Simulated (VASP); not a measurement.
Wanted: the native input for a VASP 6.6.1 run.

- Task: single point
- Functional: PBEsol
- Potentials or basis: VASP PAW PBE potentials, release 64 (Na_pv, S)
- Cutoff: 500 eV
- k mesh: 8 × 8 × 8
- Occupations: gaussian, width 0.02 eV
- Spin: no spin polarisation
- Dipole correction: no
- Further INCAR settings: ALGO = Normal; EDIFF = 1e-06; NBANDS = 17

The structure of Na2S lies in POSCAR:

```
Na2S
1.0
    0.0000000000      3.1500171930      3.1500171930
    3.1500171930      0.0000000000      3.1500171930
    3.1500171930      3.1500171930      0.0000000000
Na S
2 1
Direct
    0.2500000000      0.2500000000      0.2500000000
    0.7500000000      0.7500000000      0.7500000000
    0.0000000000      0.0000000000      0.0000000000
```

The input as run:

INCAR

```
PREC = Accurate
ENCUT = 500
EDIFF = 1E-6
ISMEAR = 0
SIGMA = 0.02
LREAL = False
LASPH = True
NELM = 120
ALGO = Normal
ISIF = 2
LWAVE = False
LCHARG = False
GGA = PS
NBANDS = 17
GGA_COMPAT = False
```

KPOINTS

```
Automatic mesh
0
Gamma
  8 8 8
```

Potentials or basis: VASP PAW PBE potentials, release 64 (Na_pv, S).

The run is started by

```sh
$ cat potpaw_PBE.64/Na_pv/POTCAR potpaw_PBE.64/S/POTCAR > POTCAR
$ mpirun -np 1 vasp_std > vasp.out
```

It gave:

- Pressure: 3.5 GPa
- Band gap on the k mesh: 2.74 eV

Caveat: the cell stands under pressure; the PAW data sets were made with another functional, which shifts forces and pressure a little.

Wall time 51 s on 1 thread of AMD EPYC 7R13 (shared host), peak memory 0.15 GiB.
